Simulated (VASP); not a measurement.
# Zn (P6_3/mmc) in VASP: further runs

The runs below take Zn through single point, with PBEsol, HF.

Everything below comes from runs of VASP 6.6.1. Logs are shortened: lines on timing, memory, paths and dates and some standing lists are left out, and cuts for length are marked.

## Step 1: The cell of the first run

Symmetry: P6_3/mmc, No. 194, hexagonal system. The conventional cell has a = 2.670 Å, b = 2.670 Å, c = 4.966 Å, α = 90.00°, β = 90.00°, γ = 120.00°. Zn (site symmetry -6m2) has 12 Zn at 2.67 to 2.92 Å within 3.5 Å.

## Step 2: Single point, PBEsol

Input file INCAR:

```
ALGO = Normal ; EDIFF = 1E-7
ENCUT = 520 ; GGA = PS
ISIF = 2 ; ISMEAR = -1
LASPH = True ; LCHARG = False
LREAL = False ; LWAVE = False
NBANDS = 19 ; NELM = 100
PREC = Accurate ; SIGMA = 0.05
```

Input file KPOINTS:

```
k-points
0
Gamma
  11 11 6
```

Input file POSCAR:

```
Zn
1.0
    2.6700000000      0.0000000000      0.0000000000
   -1.3350000000      2.3122878281      0.0000000000
    0.0000000000      0.0000000000      4.9660000000
Zn
2
Direct
    0.6666666667      0.3333333333      0.7500000000
    0.3333333333      0.6666666667      0.2500000000
```

Potentials or basis: VASP PAW PBE potentials, release 64 (Zn).

On the command line:

```bash
$ cat potpaw_PBE.64/Zn/POTCAR > POTCAR
$ mpirun -np 1 vasp_std > vasp.out
```

OUTCAR:

```text
EDIFF = 1E-7
   ENCUT = 520
   GGA = PS
   ISIF = 2
   ISMEAR = -1
   LASPH = True
   LREAL = False
   NELM = 100
   PREC = Accurate

 ion  position               nearest neighbor table
   1  0.667  0.333  0.750-   2 2.92   2 2.92   2 2.92   2 2.92   2 2.92   2 2.92
   2  0.333  0.667  0.250-   1 2.92   1 2.92   1 2.92   1 2.92   1 2.92   1 2.92

  LATTYP: Found a hexagonal cell.
 ALAT       =     2.6700000000
 C/A-ratio  =     1.8599250936

  Lattice vectors:

 A1 = (   2.6700000000,   0.0000000000,   0.0000000000)
 A2 = (  -1.3350000000,   2.3122878281,   0.0000000000)
 A3 = (   0.0000000000,   0.0000000000,   4.9660000000)

Analysis of symmetry for initial positions (statically):
=====================================================================
 Subroutine PRICEL returns:
 Original cell was already a primitive cell.

 Routine SETGRP: Setting up the symmetry group for a
 hexagonal supercell.

 Subroutine GETGRP returns: Found 24 space group operations
 (whereof 12 operations were pure point group operations)
 out of a pool of 24 trial point group operations.

The static configuration has the point symmetry D_3d.
 The point group associated with its full space group is D_6h.

Analysis of symmetry for dynamics (positions and initial velocities):
=====================================================================
 Subroutine PRICEL returns:
 Original cell was already a primitive cell.

 Routine SETGRP: Setting up the symmetry group for a
 hexagonal supercell.

 Subroutine GETGRP returns: Found 24 space group operations
 (whereof 12 operations were pure point group operations)
 out of a pool of 24 trial point group operations.

The dynamic configuration has the point symmetry D_3d.
 The point group associated with its full space group is D_6h.

 Subroutine INISYM returns: Found 24 space group operations
 (whereof 12 operations are pure point group operations),
 and found     1 'primitive' translations

----------------------------------------------------------------------------------------

                                     Primitive cell

  volume of cell :      30.6591

  direct lattice vectors                    reciprocal lattice vectors
     2.670000000  0.000000000  0.000000000     0.374531835  0.216236056  0.000000000
    -1.335000000  2.312287828  0.000000000     0.000000000  0.432472112  0.000000000
     0.000000000  0.000000000  4.966000000     0.000000000  0.000000000  0.201369311

  length of vectors
     2.670000000  2.670000000  4.966000000     0.432472112  0.432472112  0.201369311

  position of ions in fractional coordinates (direct lattice)
     0.666666667  0.333333333  0.750000000
     0.333333333  0.666666667  0.250000000

  ion indices of the primitive-cell ions
   primitive index   ion index
                 1           1
                 2           2

----------------------------------------------------------------------------------------

 KPOINTS: k-points

Automatic generation of k-mesh.
 Grid dimensions read from file:
 generate k-points for:   11   11    6

 Generating k-lattice:

  Cartesian coordinates                     Fractional coordinates (reciprocal lattice)
     0.034048349  0.019657823  0.000000000     0.090909091  0.000000000  0.000000000
     0.000000000  0.039315647  0.000000000     0.000000000  0.090909091  0.000000000
     0.000000000  0.000000000  0.033561552     0.000000000  0.000000000  0.166666667

  Length of vectors
     0.039315647  0.039315647  0.033561552

  Shift w.r.t. Gamma in fractional coordinates (k-lattice)
     0.000000000  0.000000000  0.000000000

 Subroutine IBZKPT returns following result:
 ===========================================

 Found     64 irreducible k-points:

 Following reciprocal coordinates:
            Coordinates               Weight
  0.000000  0.000000  0.000000      1.000000
  0.090909  0.000000  0.000000      6.000000
  0.181818  0.000000  0.000000      6.000000
  0.272727  0.000000  0.000000      6.000000
  0.363636  0.000000  0.000000      6.000000
  0.454545  0.000000  0.000000      6.000000
[... 16 lines left out ...]
  0.090909  0.090909  0.166667     12.000000
  0.181818  0.090909  0.166667     24.000000
 [... further k-points ...]
   k-points           NKPTS =     64   k-points in BZ     NKDIM =     64   number of bands    NBANDS=     19
   number of dos      NEDOS =    301   number of ions     NIONS =      2
   total plane-waves  NPLWV =  16000
   dimension x,y,z NGX =    20 NGY =   20 NGZ =   40
   dimension x,y,z NGXF=    40 NGYF=   40 NGZF=   80
   ions per type =               2
   NGX,Y,Z   is equivalent  to a cutoff of  12.45, 12.45, 13.39 a.u.
   NGXF,Y,Z  is equivalent  to a cutoff of  24.91, 24.91, 26.78 a.u.
 SYSTEM =  unknown system
   PREC   = accura    normal or accurate (medium, high low for compatibility)
   ISTART =      0    job   : 0-new  1-cont  2-samecut
   ICHARG =      2    charge: 1-file 2-atom 10-const
   ISPIN  =      1    spin polarized calculation?
   LNONCOLLINEAR =      F non collinear calculations
   LSORBIT =      F    spin-orbit coupling
   LASPH  =      T    aspherical Exc in radial PAW
   ENCUT  =  520.0 eV  38.22 Ry    6.18 a.u.   4.96  4.96  9.23*2*pi/ulx,y,z
   NELM   =    100;   NELMIN=  2; NELMDL= -5     # of ELM steps
   EDIFF  = 0.1E-06   stopping-criterion for ELM
   LREAL  =      F    real-space projection
   EDIFFG = 0.1E-05   stopping-criterion for IOM
   NSW    =      0    number of steps for IOM
   IBRION =     -1    ionic relax: 0-MD 1-quasi-New 2-CG
   NFREE  =      0    steps in history (QN), initial steepest desc. (CG)
   ISIF   =      2    stress and relaxation
   ISYM   =      2    0-nonsym 1-usesym 2-fastsym
   POTIM  = 0.5000    time-step for ionic-motion
   TEBEG  =    0.0;   TEEND  =   0.0 temperature during run
   PSTRESS=    0.0 pullay stress
   NELECT =      24.0000    total number of electrons
   NUPDOWN=      -1.0000    fix difference up-down
   EMIN   =  10.00;   EMAX   =-10.00  energy-range for DOS
   EFERMI =   0.00;   METHOD = LEGACY
   ISMEAR =    -1;   SIGMA  =   0.05  broadening in eV -4-tet -1-fermi 0-gaus
   EFERMI_NEDOS =   21; number of points for ismear=-14 and -15
   IALGO  =     38    algorithm
   IMIX   =      4    mixing-type and parameters
     AMIX     =   0.40;   BMIX     =  1.00
     AMIX_MAG =   1.60;   BMIX_MAG =  1.00
  volume/ion in A,a.u.               =      15.33       103.45
  Fermi-wavevector in a.u.,A,eV,Ry     =   1.508778  2.851177 30.972445  2.276410
  Thomas-Fermi vector in A             =   2.619187
   LORBIT       =      0    0 simple, 1 ext, 2 COOP (PROOUT), +10 PAW based schemes
   GGA     = PS    functional components
   LHFCALC =     F    Hartree Fock is set to
   AEXX    =    0.0000 exact exchange contribution
   IVDW    =     0    specifies the selected vdW correction
   LEPSILON=     F    determine dielectric tensor
   LRPA    =     F    only Hartree local field effects (RPA)
 non-spin polarized calculation
  energy-cutoff  :      520.00
  volume of cell :       30.66
 maximum number of plane-waves:       846
 NGX is ok and might be reduce to    20
   NGX =  9   NGY =  9   NGZ = 19

 number of electron      24.0000011 magnetization

 Free energy of the ion-electron system (eV)
  ---------------------------------------------------
  ext. energy  EPLUGINS =         0.00000000
  ---------------------------------------------------
  free energy    TOTEN  =        -3.11944918 eV

  energy without entropy =       -3.11472601  energy(sigma->0) =       -3.11708759

 E-fermi :   2.7472     XC(G=0): -11.6583

 val. band max:        2.7449586806   @ k =   0.3636   0.2727   0.3333
 cond. band min:       2.7944211388   @ k =   0.1818   0.0000   0.1667
 fundamental gap:      0.0494624582
 Fermi energy:         2.7471794173

 k-point     1 :       0.0000    0.0000    0.0000
  band No.  band energies     occupation
      1      -7.4697      2.00000
      2      -5.6695      2.00000
      3      -4.9755      2.00000
      4      -4.7423      2.00000
      5      -4.7423      2.00000
      6      -4.6933      2.00000
[... 11 lines left out ...]
     18      21.8616      0.00000
     19      21.8619      0.00000

 k-point     2 :       0.0909    0.0000    0.0000
  band No.  band energies     occupation
      1      -7.2264      2.00000
      2      -5.5661      2.00000
      3      -4.9522      2.00000
      4      -4.7642      2.00000
      5      -4.7169      2.00000
      6      -4.6857      2.00000
[... 11 lines left out ...]
     18      20.6529      0.00000
     19      22.4836      0.00000

 k-point     3 :       0.1818    0.0000    0.0000
  band No.  band energies     occupation
      1      -6.5295      2.00000
      2      -5.3431      2.00000
      3      -4.9192      2.00000
      4      -4.8071      2.00000
      5      -4.6860      2.00000
      6      -4.6527      2.00000
[... 11 lines left out ...]
     18      18.9478      0.00000
     19      19.5329      0.00000

 k-point     4 :       0.2727    0.0000    0.0000
  band No.  band energies     occupation
      1      -5.6577      2.00000
      2      -5.2765      2.00000
      3      -4.9253      2.00000
      4      -4.8237      2.00000
      5      -4.7157      2.00000
      6      -4.5750      2.00000
[... 11 lines left out ...]
     18      18.0436      0.00000
     19      19.1630      0.00000

 k-point     5 :       0.3636    0.0000    0.0000
  band No.  band energies     occupation
      1      -5.4217      2.00000
      2      -5.3410      2.00000
      3      -5.1204      2.00000
      4      -4.6887      2.00000
      5      -4.6838      2.00000
      6      -4.5630      2.00000
[... 11 lines left out ...]
     18      17.4428      0.00000
     19      18.9177      0.00000
[... 334 lines left out ...]
      2      -5.3519      2.00000
      3      -5.0983      2.00000
      4      -4.8544      2.00000
      5      -4.5969      2.00000
      6      -4.5394      2.00000
[... 11 lines left out ...]
     18      17.4330      0.00000
     19      18.0880      0.00000

 k-point    22 :       0.4545    0.0000    0.1667
  band No.  band energies     occupation
      1      -5.4548      2.00000
      2      -5.4244      2.00000
      3      -5.1781      2.00000
      4      -4.8768      2.00000
      5      -4.5684      2.00000
      6      -4.5330      2.00000
[... 11 lines left out ...]
     18      17.2243      0.00000
     19      17.4863      0.00000

 k-point    23 :       0.0909    0.0909    0.1667
  band No.  band energies     occupation
      1      -6.5961      2.00000
      2      -5.3900      2.00000
      3      -4.9274      2.00000
      4      -4.8073      2.00000
      5      -4.7831      2.00000
      6      -4.5768      2.00000
[... 11 lines left out ...]
     18      19.1100      0.00000
     19      21.9262      0.00000

 k-point    24 :       0.1818    0.0909    0.1667
  band No.  band energies     occupation
      1      -5.7895      2.00000
      2      -5.1898      2.00000
      3      -4.9207      2.00000
      4      -4.8702      2.00000
      5      -4.8241      2.00000
      6      -4.6966      2.00000
[... 11 lines left out ...]
     18      17.3681      0.00000
     19      19.5111      0.00000

 [... further k-points ...]

------------------------ aborting loop because EDIFF is reached ----------------------------------------

  FORCE on cell =-STRESS in cart. coord.  units (eV):
  Direction    XX          YY          ZZ          XY          YZ          ZX
  --------------------------------------------------------------------------------------
  -------------------------------------------------------------------------------------
  Total       -1.0068970     -1.0068970     -1.0272829      0.0000000     -0.0000000      0.0000000
  in kB      -52.6181740    -52.6181740    -53.6834929      0.0000000     -0.0000000      0.0000000
  external PRESSURE =     -52.9732803 kB  Pullay stress =       0.0000000 kB

 VOLUME and BASIS-vectors are now :
 -----------------------------------------------------------------------------
  energy-cutoff  :      520.00
  volume of cell :       30.66
      direct lattice vectors                 reciprocal lattice vectors
     2.670000000  0.000000000  0.000000000     0.374531835  0.216236056  0.000000000
    -1.335000000  2.312287828  0.000000000     0.000000000  0.432472112  0.000000000
     0.000000000  0.000000000  4.966000000     0.000000000  0.000000000  0.201369311

 POSITION                                       TOTAL-FORCE (eV/Angst)
 -----------------------------------------------------------------------------------
      1.33500      0.77076      3.72450         0.000000      0.000000      0.000000
     -0.00000      1.54153      1.24150        -0.000000      0.000000      0.000000
 -----------------------------------------------------------------------------------
    total drift:                               -0.000000      0.000000      0.000000

  FREE ENERGIE OF THE ION-ELECTRON SYSTEM (eV)
  ---------------------------------------------------
  free  energy   TOTEN  =        -3.1194491765 eV

  energy  without entropy=       -3.1147260098  energy(sigma->0) =       -3.11708759
```

It took 22 s on 1 thread of Intel Xeon Platinum 8488C (Sapphire Rapids), shared host; peak memory 0.15 GiB.

Results:

```
Free energy            : -3.1194 eV
Pressure               : -5.3 GPa
Band gap on the k mesh : zero (bands 12 and 13 overlap by 4.77 eV)
```

Caveat: the cell stands under tension; the PAW data sets were made with another functional, which shifts forces and pressure a little.

## Step 3: Single point, HF

POSCAR is that of step 2.

Input file INCAR.step1:

```
PREC = Accurate ; ENCUT = 400
EDIFF = 1E-5 ; ISMEAR = 0
SIGMA = 0.02 ; LREAL = F
LASPH = T ; NELM = 120
ALGO = Normal ; ISIF = 2
LWAVE = T ; LCHARG = F
NBANDS = 19 ; GGA = PE
GGA_COMPAT = F
```

Input file INCAR.step2:

```
PREC = Accurate ; ENCUT = 400
EDIFF = 1E-6 ; ISMEAR = 0
SIGMA = 0.02 ; LREAL = F
LASPH = T ; NELM = 120
ALGO = Normal ; ISIF = 2
LWAVE = F ; LCHARG = F
GGA = PE ; LHFCALC = T
AEXX = 1.0 ; ALDAC = 0.0
AGGAC = 0.0 ; PRECFOCK = Normal
NBANDS = 19 ; ISTART = 1
GGA_COMPAT = F
```

Input file KPOINTS:

```
regular mesh
0
Gamma
  8 8 4
```

Potentials or basis: VASP PAW PBE potentials, release 64 (Zn).

On the command line:

```bash
$ cat potpaw_PBE.64/Zn/POTCAR > POTCAR
$ cp INCAR.step1 INCAR
$ mpirun -np 1 vasp_std > vasp.out
$ cp INCAR.step2 INCAR
$ mpirun -np 1 vasp_std > vasp.out
```

Run time: 46 min. Hardware: 1 thread of AMD EPYC 9R45 (Zen 5), shared host; peak memory 0.12 GiB.

The run converged. Its results:

| Item | Value |
| --- | --- |
| Free energy | -1.7222 eV |
| Pressure | 10.7 GPa |
| Band gap on the k mesh | zero (bands 12 and 13 overlap by 8.58 eV) |

Stress tensor (GPa, compression positive):
```
12.16  0.00  0.00
 0.00 12.16  0.00
 0.00  0.00  7.83
```

Levels at points of the mesh, in eV from the Fermi level:
```
           k point  band 10  band 11  band 12  band 13  band 14  band 15
(0.00, 0.00, 0.00)   -16.56   -15.68    -4.88    -4.77    20.94    24.34
(0.50, 0.00, 0.00)   -16.25    -4.48    -3.54     7.49     8.51     9.61
(0.00, 0.00, 0.50)   -16.66   -13.14   -13.14     9.89     9.89    26.77
(0.50, 0.00, 0.50)   -16.26    -3.09    -3.09     3.88     3.88    16.96
```

Caveat: the cell stands under pressure; the PAW data sets were made with another functional, which shifts forces and pressure a little.
